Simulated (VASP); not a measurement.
# BaTe (zincblende type) (F-43m) in VASP: further runs

The runs below take BaTe (zincblende type) through electric field gradients, with PBE.

All numbers are computed with VASP 6.6.1; they aren't measurements. Logs are shortened: lines on timing, memory, paths and dates and some standing lists are left out, and cuts for length are marked.

## Step 1: The cell of the first run

The structure is cubic, space group F-43m (No. 216). The conventional cell has a = 7.727 Å, b = 7.727 Å, c = 7.727 Å, α = 90.00°, β = 90.00°, γ = 90.00°. Ba (site symmetry -43m) has 4 Te at 3.35 Å within 4.4 Å. Within 4.4 Å of Te (site symmetry -43m) lie 4 Ba at 3.35 Å.

## Step 2: Electric field gradients, PBE (57.67 Å³/atom)

File INCAR:

```
SYSTEM = BaTe
  PREC = Accurate
  ENCUT = 520
  EDIFF = 1E-8
  ISMEAR = -1
  SIGMA = 0.05
  LREAL = .False.
  LASPH = .True.
  NELM = 100
  ALGO = Normal
  ISIF = 2
  LWAVE = .False.
  LCHARG = .False.
  GGA = PE
  LEFG = .True.
  NBANDS = 15
```

File KPOINTS:

```
regular mesh
0
Gamma
  11 11 11
  0 0 0
```

File POSCAR:

```
BaTe
1.0
    0.0000000000      3.8635279548      3.8635279548
    3.8635279548      0.0000000000      3.8635279548
    3.8635279548      3.8635279548      0.0000000000
Ba Te
1 1
Direct
    0.0000000000      0.0000000000      0.0000000000
    0.2500000000      0.2500000000      0.2500000000
```

Potentials or basis: VASP PAW PBE potentials, release 64 (Ba_sv, Te).

The run is started by

```
> cat potpaw_PBE.64/Ba_sv/POTCAR potpaw_PBE.64/Te/POTCAR > POTCAR
> mpirun -np 1 vasp_std > vasp.out
```

OUTCAR:

```text
SYSTEM = BaTe
   PREC = Accurate
   ENCUT = 520
   EDIFF = 1E-8
   ISMEAR = -1
   LREAL = .False.
   LASPH = .True.
   NELM = 100
   ISIF = 2
   GGA = PE

 ion  position               nearest neighbor table
   1  0.000  0.000  0.000-   2 3.35   2 3.35   2 3.35   2 3.35
   2  0.250  0.250  0.250-   1 3.35   1 3.35   1 3.35   1 3.35

  LATTYP: Found a face centered cubic cell.
 ALAT       =     7.7270559096

  Lattice vectors:

 A1 = (   0.0000000000,   3.8635279548,   3.8635279548)
 A2 = (   3.8635279548,   0.0000000000,   3.8635279548)
 A3 = (   3.8635279548,   3.8635279548,   0.0000000000)

Analysis of symmetry for initial positions (statically):
=====================================================================
 Subroutine PRICEL returns:
 Original cell was already a primitive cell.

 Routine SETGRP: Setting up the symmetry group for a
 face centered cubic supercell.

 Subroutine GETGRP returns: Found 24 space group operations
 (whereof 24 operations were pure point group operations)
 out of a pool of 48 trial point group operations.

The static configuration has the point symmetry T_d .

Analysis of symmetry for dynamics (positions and initial velocities):
=====================================================================
 Subroutine PRICEL returns:
 Original cell was already a primitive cell.

 Routine SETGRP: Setting up the symmetry group for a
 face centered cubic supercell.

 Subroutine GETGRP returns: Found 24 space group operations
 (whereof 24 operations were pure point group operations)
 out of a pool of 48 trial point group operations.

The dynamic configuration has the point symmetry T_d .

 Subroutine INISYM returns: Found 24 space group operations
 (whereof 24 operations are pure point group operations),
 and found     1 'primitive' translations

----------------------------------------------------------------------------------------

                                     Primitive cell

  volume of cell :     115.3406

  direct lattice vectors                    reciprocal lattice vectors
     0.000000000  3.863527955  3.863527955    -0.129415396  0.129415396  0.129415396
     3.863527955  0.000000000  3.863527955     0.129415396 -0.129415396  0.129415396
     3.863527955  3.863527955  0.000000000     0.129415396  0.129415396 -0.129415396

  length of vectors
[... 134 lines left out ...]
 fundamental gap:      2.6431924608
 Fermi energy:         1.3537969918

 k-point     1 :       0.0000    0.0000    0.0000
  band No.  band energies     occupation
      1     -26.5911      2.00000
      2     -11.7947      2.00000
      3     -11.7947      2.00000
      4     -11.7947      2.00000
      5      -8.5836      2.00000
      6      -0.2887      2.00000
      7      -0.2887      2.00000
      8      -0.2887      2.00000
      9       2.8295      0.00000
     10       4.3601      0.00000
     11       4.3601      0.00000
     12       6.3940      0.00000
     13       6.3940      0.00000
     14       6.3940      0.00000
[... 401 lines left out ...]
      2     -11.9222      2.00000
      3     -11.8211      2.00000
      4     -11.8038      2.00000
      5      -8.3691      2.00000
      6      -0.5163      2.00000
      7      -0.1641      2.00000
      8      -0.1544      2.00000
      9       3.9541      0.00000
     10       4.1264      0.00000
     11       4.4131      0.00000
     12       5.3817      0.00000
     13       6.2195      0.00000
     14       6.8523      0.00000
     15       7.0740      0.00000

 [... further k-points ...]

------------------------ aborting loop because EDIFF is reached ----------------------------------------

  FORCE on cell =-STRESS in cart. coord.  units (eV):
  Direction    XX          YY          ZZ          XY          YZ          ZX
  --------------------------------------------------------------------------------------
  -------------------------------------------------------------------------------------
  Total        0.7377714      0.7377714      0.7377714      0.0000000      0.0000000      0.0000000
  in kB       10.2482616     10.2482616     10.2482616      0.0000000      0.0000000      0.0000000
  external PRESSURE =      10.2482616 kB  Pullay stress =       0.0000000 kB

 VOLUME and BASIS-vectors are now :
 -----------------------------------------------------------------------------
  energy-cutoff  :      520.00
  volume of cell :      115.34
      direct lattice vectors                 reciprocal lattice vectors
     0.000000000  3.863527955  3.863527955    -0.129415396  0.129415396  0.129415396
     3.863527955  0.000000000  3.863527955     0.129415396 -0.129415396  0.129415396
     3.863527955  3.863527955  0.000000000     0.129415396  0.129415396 -0.129415396

 POSITION                                       TOTAL-FORCE (eV/Angst)
 -----------------------------------------------------------------------------------
      0.00000      0.00000      0.00000        -0.000000     -0.000000     -0.000000
      1.93176      1.93176      1.93176         0.000000      0.000000      0.000000
 -----------------------------------------------------------------------------------
    total drift:                               -0.000000     -0.000000     -0.000000

  FREE ENERGIE OF THE ION-ELECTRON SYSTEM (eV)
  ---------------------------------------------------
  free  energy   TOTEN  =        -8.0735304517 eV

  energy  without entropy=       -8.0735304517  energy(sigma->0) =       -8.07353045

 Electric field gradients (V/A^2)
---------------------------------------------------------------------
 ion       V_xx      V_yy      V_zz      V_xy      V_xz      V_yz
---------------------------------------------------------------------
   1       0.000    -0.000    -0.000    -0.000    -0.000    -0.000
   2      -0.000     0.000     0.000    -0.000    -0.000    -0.000
---------------------------------------------------------------------

 Electric field gradients after diagonalization (V/A^2)
 (convention: |V_zz| > |V_xx| > |V_yy|)
----------------------------------------------------------------------
 ion       V_xx      V_yy      V_zz     asymmetry (V_yy - V_xx)/ V_zz
----------------------------------------------------------------------
   1       0.000     0.000    -0.000       0.000
   2       0.000     0.000    -0.000       0.000
----------------------------------------------------------------------

           NMR quadrupolar parameters

 Cq : quadrupolar parameter    Cq=e*Q*V_zz/h
 eta: asymmetry parameters     (V_yy - V_xx)/ V_zz
 Q  : nuclear electric quadrupole moment in mb (millibarn)
----------------------------------------------------------------------
 ion       Cq(MHz)       eta       Q (mb)
----------------------------------------------------------------------
   1      -0.000       0.000       1.000
   2      -0.000       0.000       1.000
----------------------------------------------------------------------
```

OSZICAR:

```text
N       E                     dE             d eps       ncg     rms          rms(c)
DAV:   1     0.923643469971E+02    0.92364E+02   -0.57877E+03  1680   0.852E+02
DAV:   2    -0.112122037607E+01   -0.93486E+02   -0.85880E+02  2271   0.149E+02
DAV:   3    -0.822136439742E+01   -0.71001E+01   -0.70471E+01  2359   0.468E+01
DAV:   4    -0.844977690797E+01   -0.22841E+00   -0.22835E+00  2315   0.805E+00
[... 11 lines left out ...]
DAV:  16    -0.807353051048E+01   -0.51752E-07   -0.17390E-07  1960   0.176E-03    0.138E-03
DAV:  17    -0.807353046377E+01    0.46707E-07   -0.11964E-08  1939   0.666E-04    0.563E-04
DAV:  18    -0.807353042512E+01    0.38654E-07   -0.60277E-09  1351   0.397E-04    0.318E-04
DAV:  19    -0.807353045158E+01   -0.26463E-07   -0.10288E-09   861   0.204E-04    0.359E-05
DAV:  20    -0.807353045174E+01   -0.15848E-09   -0.93673E-11   861   0.523E-05
   1 F= -.80735305E+01 E0= -.80735305E+01  d E =-.326339E-10
```

stdout:

```text
POSCAR found type information on POSCAR BaTe
 POSCAR found :  2 types and       2 ions
 scaLAPACK will be used
 LDA part: xc-table for (Slater+PW92), standard interpolation
 POSCAR, INCAR and KPOINTS ok, starting setup
 FFT: planning ... GRIDC
 FFT: planning ... GRID_SOFT
 FFT: planning ... GRID
 WAVECAR not read
 entering main loop
ion   1

ion   2
```

Run time: 3.2 min. Hardware: 1 thread of Intel Xeon 8259CL, shared host; peak memory 0.32 GiB.

Results:

| Quantity | Value |
| --- | --- |
| Free energy | -8.0735 eV |
| Pressure | 1.0 GPa |
| Band gap on the k mesh | 2.64 eV (least direct gap 2.92 eV) |
| Largest electric field gradient by atom | zero within the noise of the run |

Caveat: spin-orbit coupling is left out, which moves the levels of the heavy elements; an odd mesh through Γ misses points on the zone boundary, where band edges can lie.

## Step 3: Electric field gradients, PBE (57.67 Å³/atom)

File INCAR:

```
PREC = Accurate ; ENCUT = 520
EDIFF = 1E-8 ; ISMEAR = -1
SIGMA = 0.05 ; LREAL = F
LASPH = T ; NELM = 80
ALGO = Normal ; ISIF = 2
LWAVE = F ; LCHARG = F
GGA = PE ; LEFG = T
NBANDS = 15
```

File KPOINTS:

```
Automatic mesh
0
Gamma
  11 11 11
```

POSCAR is that of step 2.

Potentials or basis: VASP PAW PBE potentials, release 64 (Ba_sv, Te).

The run is started by

```
> cat potpaw_PBE.64/Ba_sv/POTCAR potpaw_PBE.64/Te/POTCAR > POTCAR
> mpirun -np 1 vasp_std > vasp.out
```

OUTCAR:

```text
PREC = Accurate
   ENCUT = 520
   EDIFF = 1E-8
   ISMEAR = -1
   LREAL = F
   LASPH = T
   NELM = 80
   ISIF = 2
   GGA = PE

 ion  position               nearest neighbor table
   1  0.000  0.000  0.000-   2 3.35   2 3.35   2 3.35   2 3.35
   2  0.250  0.250  0.250-   1 3.35   1 3.35   1 3.35   1 3.35

  LATTYP: Found a face centered cubic cell.
 ALAT       =     7.7270559096

  Lattice vectors:

 A1 = (   0.0000000000,   3.8635279548,   3.8635279548)
 A2 = (   3.8635279548,   0.0000000000,   3.8635279548)
 A3 = (   3.8635279548,   3.8635279548,   0.0000000000)

[... 643 lines left out ...]
  free  energy   TOTEN  =        -8.0735304517 eV

  energy  without entropy=       -8.0735304517  energy(sigma->0) =       -8.07353045

 Electric field gradients (V/A^2)
---------------------------------------------------------------------
 ion       V_xx      V_yy      V_zz      V_xy      V_xz      V_yz
---------------------------------------------------------------------
   1       0.000    -0.000    -0.000    -0.000    -0.000    -0.000
   2      -0.000     0.000     0.000    -0.000    -0.000    -0.000
---------------------------------------------------------------------

 Electric field gradients after diagonalization (V/A^2)
 (convention: |V_zz| > |V_xx| > |V_yy|)
----------------------------------------------------------------------
 ion       V_xx      V_yy      V_zz     asymmetry (V_yy - V_xx)/ V_zz
----------------------------------------------------------------------
   1       0.000     0.000    -0.000       0.000
   2       0.000     0.000    -0.000       0.000
----------------------------------------------------------------------

           NMR quadrupolar parameters

 Cq : quadrupolar parameter    Cq=e*Q*V_zz/h
 eta: asymmetry parameters     (V_yy - V_xx)/ V_zz
 Q  : nuclear electric quadrupole moment in mb (millibarn)
----------------------------------------------------------------------
 ion       Cq(MHz)       eta       Q (mb)
----------------------------------------------------------------------
   1      -0.000       0.000       1.000
   2      -0.000       0.000       1.000
----------------------------------------------------------------------
```

OSZICAR:

```text
N       E                     dE             d eps       ncg     rms          rms(c)
DAV:   1     0.923643469971E+02    0.92364E+02   -0.57877E+03  1680   0.852E+02
DAV:   2    -0.112122037607E+01   -0.93486E+02   -0.85880E+02  2271   0.149E+02
DAV:   3    -0.822136439742E+01   -0.71001E+01   -0.70471E+01  2359   0.468E+01
DAV:   4    -0.844977690797E+01   -0.22841E+00   -0.22835E+00  2315   0.805E+00
[... 11 lines left out ...]
DAV:  16    -0.807353051048E+01   -0.51752E-07   -0.17390E-07  1960   0.176E-03    0.138E-03
DAV:  17    -0.807353046377E+01    0.46707E-07   -0.11964E-08  1939   0.666E-04    0.563E-04
DAV:  18    -0.807353042512E+01    0.38654E-07   -0.60277E-09  1351   0.397E-04    0.318E-04
DAV:  19    -0.807353045158E+01   -0.26463E-07   -0.10288E-09   861   0.204E-04    0.359E-05
DAV:  20    -0.807353045174E+01   -0.15848E-09   -0.93673E-11   861   0.523E-05
   1 F= -.80735305E+01 E0= -.80735305E+01  d E =-.326339E-10
```

It took 3.5 min on 1 thread of Intel Xeon 8259CL, shared host; peak memory 0.32 GiB.

Results:

```yaml
Free_energy: -8.0735 eV
Pressure: 1.0 GPa
Band_gap_on_the_k_mesh: 2.64 eV (least direct gap 2.92 eV)
Largest_electric_field_gradient_by_atom: zero within the noise of the run
```

Levels at points of the mesh, in eV from the valence-band top:
```
           k point  band 4  band 5  band 6  band 7  band 8  band 9  band 10  band 11  band 12  band 13
(0.00, 0.00, 0.00)  -11.98   -8.77   -0.47   -0.47   -0.47    2.64     4.17     4.17     6.21     6.21
```

Caveat: spin-orbit coupling is left out, which moves the levels of the heavy elements; an odd mesh through Γ misses points on the zone boundary, where band edges can lie.

## Step 4: Electric field gradients, PBE (58.87 Å³/atom)

This run uses another cell than the first one, of 58.87 Å³/atom.

File INCAR:

```
PREC     = Accurate       # precision mode
ENCUT    = 520            # plane-wave cutoff, eV
EDIFF    = 1E-8           # SCF threshold, eV
ISMEAR   = -1             # smearing method
SIGMA    = 0.05           # smearing width, eV
LREAL    = False          # projectors in reciprocal space
LASPH    = True           # aspherical terms in the spheres
NELM     = 100            # most SCF steps
ALGO     = Normal         # electronic algorithm
ISIF     = 2              # what is computed and relaxed
LWAVE    = False          # write WAVECAR
LCHARG   = False          # write CHGCAR
GGA      = PE             # functional
LEFG     = True         
NBANDS   = 15             # bands
```

File KPOINTS:

```
regular mesh
0
Gamma
  11 11 11
```

File POSCAR:

```
BaTe
1.0
    0.0000000000      3.8901738172      3.8901738172
    3.8901738172      0.0000000000      3.8901738172
    3.8901738172      3.8901738172      0.0000000000
Ba Te
1 1
Direct
    0.0000000000      0.0000000000      0.0000000000
    0.2500000000      0.2500000000      0.2500000000
```

Potentials or basis: VASP PAW PBE potentials, release 64 (Ba_sv, Te).

The run is started by

```
> cat potpaw_PBE.64/Ba_sv/POTCAR potpaw_PBE.64/Te/POTCAR > POTCAR
> mpirun -np 1 vasp_std > vasp.out
```

OUTCAR:

```text
PREC = Accurate
   ENCUT = 520
   EDIFF = 1E-8
   ISMEAR = -1
   LREAL = False
   LASPH = True
   NELM = 100
   ISIF = 2
   GGA = PE

 ion  position               nearest neighbor table
   1  0.000  0.000  0.000-   2 3.37   2 3.37   2 3.37   2 3.37
   2  0.250  0.250  0.250-   1 3.37   1 3.37   1 3.37   1 3.37

  LATTYP: Found a face centered cubic cell.
 ALAT       =     7.7803476344

  Lattice vectors:

 A1 = (   0.0000000000,   3.8901738172,   3.8901738172)
 A2 = (   3.8901738172,   0.0000000000,   3.8901738172)
 A3 = (   3.8901738172,   3.8901738172,   0.0000000000)

Analysis of symmetry for initial positions (statically):
=====================================================================
 Subroutine PRICEL returns:
 Original cell was already a primitive cell.

 Routine SETGRP: Setting up the symmetry group for a
 face centered cubic supercell.

 Subroutine GETGRP returns: Found 24 space group operations
[... 619 lines left out ...]
  volume of cell :      117.74
      direct lattice vectors                 reciprocal lattice vectors
     0.000000000  3.890173817  3.890173817    -0.128528961  0.128528961  0.128528961
     3.890173817  0.000000000  3.890173817     0.128528961 -0.128528961  0.128528961
     3.890173817  3.890173817  0.000000000     0.128528961  0.128528961 -0.128528961

 POSITION                                       TOTAL-FORCE (eV/Angst)
 -----------------------------------------------------------------------------------
      0.00000      0.00000      0.00000        -0.000000      0.000000      0.000000
      1.94509      1.94509      1.94509         0.000000     -0.000000     -0.000000
 -----------------------------------------------------------------------------------
    total drift:                               -0.000000     -0.000000     -0.000000

  FREE ENERGIE OF THE ION-ELECTRON SYSTEM (eV)
  ---------------------------------------------------
  free  energy   TOTEN  =        -8.0855470916 eV

  energy  without entropy=       -8.0855470916  energy(sigma->0) =       -8.08554709

 Electric field gradients (V/A^2)
---------------------------------------------------------------------
 ion       V_xx      V_yy      V_zz      V_xy      V_xz      V_yz
---------------------------------------------------------------------
   1      -0.000    -0.000    -0.000    -0.000    -0.000    -0.000
   2       0.000    -0.000     0.000    -0.000    -0.000    -0.000
---------------------------------------------------------------------

 Electric field gradients after diagonalization (V/A^2)
 (convention: |V_zz| > |V_xx| > |V_yy|)
----------------------------------------------------------------------
 ion       V_xx      V_yy      V_zz     asymmetry (V_yy - V_xx)/ V_zz
----------------------------------------------------------------------
   1       0.000     0.000    -0.001       0.000
   2       0.000     0.000    -0.000       0.000
----------------------------------------------------------------------

           NMR quadrupolar parameters

 Cq : quadrupolar parameter    Cq=e*Q*V_zz/h
 eta: asymmetry parameters     (V_yy - V_xx)/ V_zz
 Q  : nuclear electric quadrupole moment in mb (millibarn)
----------------------------------------------------------------------
 ion       Cq(MHz)       eta       Q (mb)
----------------------------------------------------------------------
   1      -0.000       0.000       1.000
   2      -0.000       0.000       1.000
----------------------------------------------------------------------
```

It took 3.5 min on 1 thread of Intel Xeon 8259CL, shared host; peak memory 0.32 GiB.

Results:

- Free energy: -8.0855 eV
- Pressure: 0.6 GPa
- Band gap on the k mesh: 2.62 eV (least direct gap 2.93 eV)
- Largest electric field gradient by atom: zero within the noise of the run

Levels at points of the mesh, in eV from the valence-band top:
```
           k point  band 4  band 5  band 6  band 7  band 8  band 9  band 10  band 11  band 12  band 13
(0.00, 0.00, 0.00)  -12.03   -8.74   -0.45   -0.45   -0.45    2.62     4.15     4.15     6.15     6.15
```

Caveat: spin-orbit coupling is left out, which moves the levels of the heavy elements; an odd mesh through Γ misses points on the zone boundary, where band edges can lie.

[end of part 1 of 2]
